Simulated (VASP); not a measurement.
# Nb in VASP: a series of runs

Runs on Nb. Level: LDA. Tasks: single point.

Program: VASP 6.6.1. These are calculated values, not measurements. Logs are shortened: lines on timing, memory, paths and dates and some standing lists are left out, and cuts for length are marked.

### Step 1. The cell of the first run

The cell holds a slab with vacuum, 3 atoms: a = 2.927 Å, b = 2.927 Å, c = 18.139 Å, α = 90.00°, β = 90.00°, γ = 90.00°.

### Step 2. Single point, LDA

INCAR reads:

```
SYSTEM = Nb
PREC = Accurate
ENCUT = 520
EDIFF = 1E-7
ISMEAR = 0
SIGMA = 0.1
LREAL = .False.
LASPH = .True.
NELM = 80
ALGO = Normal
ISIF = 2
LWAVE = .False.
LCHARG = .True.
LDIPOL = .True.
IDIPOL = 3
DIPOL = 0.5 0.5 0.502
LELF = .True.
LVHAR = .True.
LVACPOTAV = .True.
NBANDS = 26
```

KPOINTS reads:

```
Automatic mesh
0
Gamma
  10 10 1
  0 0 0
```

POSCAR reads:

```
Nb
1.0
    2.9270177637      0.0000000000      0.0000000000
    0.0000000000      2.9270177637      0.0000000000
    0.0000000000      0.0000000000     18.1394282187
Nb
3
Direct
    0.5000000000      0.5000000000      0.3858997051
    0.0000000000      0.0000000000      0.5015502509
    0.5000000000      0.5000000000      0.6172076533
```

Potentials or basis: VASP PAW LDA potentials, release 64 (Nb_sv).

Launch:

```sh
> cat potpaw_LDA.64/Nb_sv/POTCAR > POTCAR
> mpirun -np 1 vasp_std > vasp.out
```

OUTCAR:

```text
SYSTEM = Nb
   PREC = Accurate
   ENCUT = 520
   EDIFF = 1E-7
   ISMEAR = 0
   LREAL = .False.
   LASPH = .True.
   NELM = 80
   ISIF = 2

 ion  position               nearest neighbor table
   1  0.500  0.500  0.386-   2 2.95   2 2.95   2 2.95   2 2.95
   2  0.000  0.000  0.502-   1 2.95   1 2.95   1 2.95   1 2.95   3 2.95   3 2.95   3 2.95   3 2.95

   3  0.500  0.500  0.617-   2 2.95   2 2.95   2 2.95   2 2.95

  LATTYP: Found a simple tetragonal cell.
 ALAT       =     2.9270177637
 C/A-ratio  =     6.1972388564

  Lattice vectors:

 A1 = (   2.9270177637,   0.0000000000,   0.0000000000)
 A2 = (   0.0000000000,   2.9270177637,   0.0000000000)
 A3 = (   0.0000000000,   0.0000000000,  18.1394282187)

Analysis of symmetry for initial positions (statically):
=====================================================================
 Subroutine PRICEL returns:
 Original cell was already a primitive cell.

 Routine SETGRP: Setting up the symmetry group for a
 simple tetragonal supercell.

 Subroutine GETGRP returns: Found 16 space group operations
 (whereof  8 operations were pure point group operations)
 out of a pool of 16 trial point group operations.

The static configuration has the point symmetry C_4v.
 The point group associated with its full space group is D_4h.

Analysis of symmetry for dynamics (positions and initial velocities):
=====================================================================
 Subroutine PRICEL returns:
 Original cell was already a primitive cell.

 Routine SETGRP: Setting up the symmetry group for a
 simple tetragonal supercell.

 Subroutine GETGRP returns: Found 16 space group operations
 (whereof  8 operations were pure point group operations)
 out of a pool of 16 trial point group operations.

The dynamic configuration has the point symmetry C_4v.
 The point group associated with its full space group is D_4h.

 Subroutine INISYM returns: Found 16 space group operations
 (whereof  8 operations are pure point group operations),
 and found     1 'primitive' translations

----------------------------------------------------------------------------------------

                                     Primitive cell

  volume of cell :     155.4083

  direct lattice vectors                    reciprocal lattice vectors
     2.927017764  0.000000000  0.000000000     0.341644664  0.000000000  0.000000000
     0.000000000  2.927017764  0.000000000     0.000000000  0.341644664  0.000000000
     0.000000000  0.000000000 18.139428219     0.000000000  0.000000000  0.055128529

  length of vectors
     2.927017764  2.927017764 18.139428219     0.341644664  0.341644664  0.055128529

  position of ions in fractional coordinates (direct lattice)
     0.500000000  0.500000000  0.385899705
     0.000000000  0.000000000  0.501550251
     0.500000000  0.500000000  0.617207653

  ion indices of the primitive-cell ions
   primitive index   ion index
                 1           1
                 2           2
                 3           3

----------------------------------------------------------------------------------------

 KPOINTS: Automatic mesh

Automatic generation of k-mesh.
 Grid dimensions read from file:
 generate k-points for:   10   10    1

 Generating k-lattice:

  Cartesian coordinates                     Fractional coordinates (reciprocal lattice)
     0.034164466  0.000000000  0.000000000     0.100000000  0.000000000  0.000000000
     0.000000000  0.034164466  0.000000000     0.000000000  0.100000000  0.000000000
     0.000000000  0.000000000  0.055128529     0.000000000  0.000000000  1.000000000

  Length of vectors
     0.034164466  0.034164466  0.055128529

  Shift w.r.t. Gamma in fractional coordinates (k-lattice)
     0.000000000  0.000000000  0.000000000

 Subroutine IBZKPT returns following result:
 ===========================================

 Found     21 irreducible k-points:

 Following reciprocal coordinates:
            Coordinates               Weight
  0.000000  0.000000  0.000000      1.000000
  0.100000  0.000000  0.000000      4.000000
  0.200000  0.000000  0.000000      4.000000
  0.300000  0.000000  0.000000      4.000000
  0.400000  0.000000  0.000000      4.000000
  0.500000  0.000000  0.000000      2.000000
[... 13 lines left out ...]
  0.500000  0.400000  0.000000      4.000000
  0.500000  0.500000  0.000000      1.000000
   k-points           NKPTS =     21   k-points in BZ     NKDIM =     21   number of bands    NBANDS=     26
   number of dos      NEDOS =    301   number of ions     NIONS =      3
   total plane-waves  NPLWV =  80640
   dimension x,y,z NGX =    24 NGY =   24 NGZ =  140
   dimension x,y,z NGXF=    48 NGYF=   48 NGZF=  280
   ions per type =               3
   NGX,Y,Z   is equivalent  to a cutoff of  13.63, 13.63, 12.83 a.u.
   NGXF,Y,Z  is equivalent  to a cutoff of  27.26, 27.26, 25.66 a.u.
 SYSTEM =  Nb
   PREC   = accura    normal or accurate (medium, high low for compatibility)
   ISTART =      0    job   : 0-new  1-cont  2-samecut
   ICHARG =      2    charge: 1-file 2-atom 10-const
   ISPIN  =      1    spin polarized calculation?
   LNONCOLLINEAR =      F non collinear calculations
   LSORBIT =      F    spin-orbit coupling
   LASPH  =      T    aspherical Exc in radial PAW
   ENCUT  =  520.0 eV  38.22 Ry    6.18 a.u.   5.44  5.44 33.73*2*pi/ulx,y,z
   NELM   =     80;   NELMIN=  2; NELMDL= -5     # of ELM steps
   EDIFF  = 0.1E-06   stopping-criterion for ELM
   LREAL  =      F    real-space projection
   EDIFFG = 0.1E-05   stopping-criterion for IOM
   NSW    =      0    number of steps for IOM
   IBRION =     -1    ionic relax: 0-MD 1-quasi-New 2-CG
   NFREE  =      0    steps in history (QN), initial steepest desc. (CG)
   ISIF   =      2    stress and relaxation
   ISYM   =      2    0-nonsym 1-usesym 2-fastsym
   POTIM  = 0.5000    time-step for ionic-motion
   TEBEG  =    0.0;   TEEND  =   0.0 temperature during run
   PSTRESS=    0.0 pullay stress
   NELECT =      39.0000    total number of electrons
   NUPDOWN=      -1.0000    fix difference up-down
   EMIN   =  10.00;   EMAX   =-10.00  energy-range for DOS
   EFERMI =   0.00;   METHOD = LEGACY
   ISMEAR =     0;   SIGMA  =   0.10  broadening in eV -4-tet -1-fermi 0-gaus
   EFERMI_NEDOS =   21; number of points for ismear=-14 and -15
   IALGO  =     38    algorithm
   IMIX   =      4    mixing-type and parameters
     AMIX     =   0.40;   BMIX     =  1.00
     AMIX_MAG =   1.60;   BMIX_MAG =  1.00
  volume/ion in A,a.u.               =      51.80       349.58
  Fermi-wavevector in a.u.,A,eV,Ry     =   1.032615  1.951359 14.507796  1.066293
  Thomas-Fermi vector in A             =   2.166821
   LORBIT       =      0    0 simple, 1 ext, 2 COOP (PROOUT), +10 PAW based schemes
   GGA     = CA    functional components
   LHFCALC =     F    Hartree Fock is set to
   AEXX    =    0.0000 exact exchange contribution
   IVDW    =     0    specifies the selected vdW correction
   LEPSILON=     F    determine dielectric tensor
   LRPA    =     F    only Hartree local field effects (RPA)
 non-spin polarized calculation
 Gauss-broadening in eV      SIGMA  =   0.10
  energy-cutoff  :      520.00
  volume of cell :      155.41
 maximum number of plane-waves:      4243
 NGX is ok and might be reduce to    24
   NGX = 11   NGY = 11   NGZ = 67

 dipolmoment           0.000000      0.000000      0.000282 electrons x Angstroem

 number of electron      38.9999999 magnetization

 dipolmoment           0.000000      0.000000     -0.001465 electrons x Angstroem

 Free energy of the ion-electron system (eV)
  ---------------------------------------------------
  ext. energy  EPLUGINS =         0.00000000
  ---------------------------------------------------
  free energy    TOTEN  =       -30.14724747 eV

  energy without entropy =      -30.11714805  energy(sigma->0) =      -30.13219776

 E-fermi :   1.0966     XC(G=0):  -5.7287

 val. band max:        1.0963096724   @ k =   0.5000   0.1000   0.0000
 cond. band min:       1.1041826026   @ k =   0.2000   0.2000   0.0000
 fundamental gap:      0.0078729303
 Fermi energy:         1.0965650432

 k-point     1 :       0.0000    0.0000    0.0000
  band No.  band energies     occupation
      1     -53.5665      2.00000
      2     -53.4984      2.00000
      3     -53.3318      2.00000
      4     -30.1521      2.00000
      5     -29.7940      2.00000
      6     -29.4261      2.00000
[... 18 lines left out ...]
     25       3.2284      0.00000
     26       3.3043      0.00000

 k-point     2 :       0.1000    0.0000    0.0000
  band No.  band energies     occupation
      1     -53.5543      2.00000
      2     -53.4906      2.00000
      3     -53.3285      2.00000
      4     -30.1316      2.00000
      5     -29.8181      2.00000
      6     -29.4756      2.00000
[... 18 lines left out ...]
     25       3.0179      0.00000
     26       3.6944      0.00000

 k-point     3 :       0.2000    0.0000    0.0000
  band No.  band energies     occupation
      1     -53.5211      2.00000
      2     -53.4699      2.00000
      3     -53.3210      2.00000
      4     -30.0850      2.00000
      5     -29.9124      2.00000
      6     -29.6111      2.00000
[... 18 lines left out ...]
     25       2.5141      0.00000
     26       3.7585      0.00000

 k-point     4 :       0.3000    0.0000    0.0000
  band No.  band energies     occupation
      1     -53.4772      2.00000
      2     -53.4437      2.00000
      3     -53.3146      2.00000
      4     -30.0864      2.00000
      5     -30.0724      2.00000
      6     -29.7853      2.00000
[... 18 lines left out ...]
     25       3.1409      0.00000
     26       3.1628      0.00000

 k-point     5 :       0.4000    0.0000    0.0000
  band No.  band energies     occupation
      1     -53.4387      2.00000
      2     -53.4205      2.00000
      3     -53.3141      2.00000
      4     -30.2147      2.00000
      5     -30.1890      2.00000
      6     -29.9674      2.00000
[... 18 lines left out ...]
     25       3.1896      0.00000
     26       3.5500      0.00000

 k-point     6 :       0.5000    0.0000    0.0000
  band No.  band energies     occupation
      1     -53.4245      2.00000
      2     -53.4089      2.00000
      3     -53.3160      2.00000
      4     -30.2693      2.00000
      5     -30.2441      2.00000
      6     -30.0408      2.00000
[... 340 lines left out ...]
 k-point    18 :       0.5000    0.3000    0.0000
  band No.  band energies     occupation
      1     -53.3725      2.00000
      2     -53.3569      2.00000
      3     -53.2629      2.00000
      4     -30.1522      2.00000
      5     -30.0870      2.00000
      6     -30.0623      2.00000
[... 18 lines left out ...]
     25       3.7852      0.00000
     26       4.5762      0.00000

 k-point    19 :       0.4000    0.4000    0.0000
  band No.  band energies     occupation
      1     -53.3607      2.00000
      2     -53.3451      2.00000
      3     -53.2492      2.00000
      4     -30.1241      2.00000
      5     -30.1213      2.00000
      6     -29.9434      2.00000
[... 18 lines left out ...]
     25       4.3202      0.00000
     26       4.6887      0.00000

 k-point    20 :       0.5000    0.4000    0.0000
  band No.  band energies     occupation
      1     -53.3525      2.00000
      2     -53.3368      2.00000
      3     -53.2424      2.00000
      4     -30.1659      2.00000
      5     -30.1544      2.00000
      6     -29.9789      2.00000
[... 18 lines left out ...]
     25       4.5346      0.00000
     26       5.0823      0.00000

 k-point    21 :       0.5000    0.5000    0.0000
  band No.  band energies     occupation
      1     -53.3448      2.00000
      2     -53.3291      2.00000
      3     -53.2346      2.00000
      4     -30.1905      2.00000
      5     -30.1905      2.00000
      6     -29.9419      2.00000
[... 18 lines left out ...]
     25       6.0747      0.00000
     26       6.0747      0.00000

------------------------ aborting loop because EDIFF is reached ----------------------------------------

  FORCE on cell =-STRESS in cart. coord.  units (eV):
  Direction    XX          YY          ZZ          XY          YZ          ZX
  --------------------------------------------------------------------------------------
  -------------------------------------------------------------------------------------
  Total       -8.0459489     -8.0459489     -0.0106023      0.0000000      0.0000000      0.0000000
  in kB      -82.9494564    -82.9494564     -0.1093042      0.0000000      0.0000000      0.0000000
  external PRESSURE =     -55.3360724 kB  Pullay stress =       0.0000000 kB

 VOLUME and BASIS-vectors are now :
 -----------------------------------------------------------------------------
  energy-cutoff  :      520.00
  volume of cell :      155.41
      direct lattice vectors                 reciprocal lattice vectors
     2.927017764  0.000000000  0.000000000     0.341644664  0.000000000  0.000000000
     0.000000000  2.927017764  0.000000000     0.000000000  0.341644664  0.000000000
     0.000000000  0.000000000 18.139428219     0.000000000  0.000000000  0.055128529

 POSITION                                       TOTAL-FORCE (eV/Angst)
 -----------------------------------------------------------------------------------
      1.46351      1.46351      7.00000         0.000000      0.000000     -0.006237
      0.00000      0.00000      9.09783         0.000000     -0.000000      0.000000
      1.46351      1.46351     11.19579         0.000000      0.000000      0.006237
 -----------------------------------------------------------------------------------
    total drift:                                0.000000     -0.000000     -0.406934

  FREE ENERGIE OF THE ION-ELECTRON SYSTEM (eV)
  ---------------------------------------------------
  free  energy   TOTEN  =       -30.1472474715 eV

  energy  without entropy=      -30.1171480546  energy(sigma->0) =      -30.13219776

 vacuum level on the upper side and lower side of the slab         5.806         5.837
```

Run time: 2.3 min. Hardware: 1 thread of Intel Xeon Platinum 8375C at 2.90GHz (Ice Lake), shared host; peak memory 0.24 GiB.

What came out:

```
Free energy   : -30.1472 eV
Largest force : 0.006 eV/Å
```

Forces on the atoms (eV/Å):
```
Nb   0.000  0.000 -0.006
Nb   0.000  0.000  0.000
Nb   0.000  0.000  0.006
```

### Step 3. Single point, LDA

This run uses another cell than the first one, of 60.53 Å³/atom, 1.168 times its volume.

INCAR reads:

```
SYSTEM = Nb
PREC = Accurate
ENCUT = 400
EDIFF = 1E-6
ISMEAR = 0
SIGMA = 0.1
LREAL = .False.
LASPH = .True.
NELM = 120
ALGO = Normal
ISIF = 2
LWAVE = .False.
LCHARG = .False.
LDIPOL = .True.
IDIPOL = 3
DIPOL = 0.5 0.5 0.288
GGA = CA
NBANDS = 26
GGA_COMPAT = .False.
NELMDL = -8
```

KPOINTS reads:

```
regular mesh
0
Gamma
  9 9 1
  0 0 0
```

POSCAR reads:

```
Nb
1.0
    2.9270177637      0.0000000000      0.0000000000
    0.0000000000      2.9270177637      0.0000000000
    0.0000000000      0.0000000000     21.1957939222
Nb
3
Direct
    0.5000000000      0.5000000000      0.1887166867
    0.0000000000      0.0000000000      0.2876907936
    0.5000000000      0.5000000000      0.3866707684
```

Potentials or basis: VASP PAW LDA potentials, release 64 (Nb_sv).

Launch:

```sh
> cat potpaw_LDA.64/Nb_sv/POTCAR > POTCAR
> mpirun -np 1 vasp_std > vasp.out
```

Wall time 47 s (1 thread of Intel Xeon 6975P-C (Granite Rapids), shared host); peak memory 0.19 GiB.

It converged, with:

```yaml
Free_energy: -30.1098 eV
Largest_force: 0.011 eV/Å
```

Forces in eV/Å, atoms in the order of the input:
```
Nb   0.000  0.000 -0.011
Nb   0.000  0.000  0.000
Nb   0.000  0.000  0.011
```

Levels at points of the mesh, in eV from the Fermi level:
| k point | band 16 | band 17 | band 18 | band 19 | band 20 | band 21 | band 22 | band 23 |
| --- | --- | --- | --- | --- | --- | --- | --- | --- |
| (0.00, 0.00, 0.00) | -3.20 | -2.09 | -0.81 | -0.45 | -0.09 | 0.56 | 0.56 | 1.71 |
